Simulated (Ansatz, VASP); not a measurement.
Ca3SbP in VASP and in Ansatz

File INCAR:

```
SYSTEM = Ca3SbP
  PREC = Accurate
  ENCUT = 520
  EDIFF = 1E-7
  ISMEAR = 0
  SIGMA = 0.05
  LREAL = .FALSE.
  LASPH = .TRUE.
  NELM = 100
  ALGO = Normal
  ISIF = 2
  LWAVE = .FALSE.
  LCHARG = .FALSE.
  GGA = CA
  NBANDS = 28
```

KPOINTS

```
Automatic mesh
0
G
  6 6 6
  0 0 0
```

File POSCAR:

```
Ca3SbP
1.0
    5.1203274853      0.0000000000      0.0000000000
    0.0000000000      5.1203274853      0.0000000000
    0.0000000000      0.0000000000      5.1203274853
Ca Sb P
3 1 1
Direct
   -0.0086120789      0.5000000000      0.5000000000
    0.4657248486      0.0000000000      0.5000000000
    0.4657248486      0.5000000000      0.0000000000
    0.0263291015      0.0000000000      0.0000000000
    0.4963415017      0.5000000000      0.5000000000
```

Input for Ansatz:

```yaml
crystal:
  lattice:
    - [5.1203274853, 0.0, 0.0]
    - [0.0, 5.1203274853, 0.0]
    - [0.0, 0.0, 5.1203274853]
  atoms:
    - { symbol: Ca, position: [-0.0086120789, 0.5, 0.5] }
    - { symbol: Ca, position: [0.4657248486, 0.0, 0.5] }
    - { symbol: Ca, position: [0.4657248486, 0.5, 0.0] }
    - { symbol: Sb, position: [0.0263291015, 0.0, 0.0] }
    - { symbol: P, position: [0.4963415017, 0.5, 0.5] }
basis:
  ecutwfc: 420
kpoints:
  mp_grid: { grid: [6, 6, 6] }
hamiltonian:
  xc: lda
scf:
  occupations: { method: gaussian, width: 0.05 }
output:
  forces: true
  stress: true
  eigenvalues: true
```

Change from the starting cell: mode 1 frozen in at -0.180 Å, equal normal strain along x, y and z -0.0250.

Alike in both runs: task single point; functional LDA; k mesh 6 × 6 × 6; occupations gaussian, width 0.05 eV; no spin polarisation.

```csv
,VASP,Ansatz
version,VASP 6.6.1,Ansatz 0.2.0
potentials or method,"VASP PAW LDA potentials, release 64 (Ca_sv, Sb, P), cutoff 520 eV","scalar-relativistic, plane waves, PAW"
valence electrons in the cell,40,50
```

Ansatz gave:

| Item | Value |
| --- | --- |
| gap on the k mesh at the Fermi level (eV) | 0.60 |
| least direct gap on the mesh (eV) | 0.60 |
| pressure (GPa) | 4.3 |
| traceless stress, the component that is largest in VASP (GPa) | 0.57 |
| rms of the force components (eV/Å) | 0.046 |

Which values does VASP return?

gap on the k mesh at the Fermi level (eV): 0.59; least direct gap on the mesh (eV): 0.59; pressure (GPa): 4.5; traceless stress, the component that is largest in VASP (GPa): 0.57; rms of the force components (eV/Å): 0.049.

LDA's correlation is that of Perdew and Zunger in VASP and of Perdew and Wang (1992) in Ansatz. Atom by atom the forces differ by 0.003 eV/Å (rms over components). VASP's potentials hold 40 valence electrons a cell and Ansatz's 50, so a difference there can come from the potentials and not from the codes.

Neither program's run includes spin-orbit coupling.
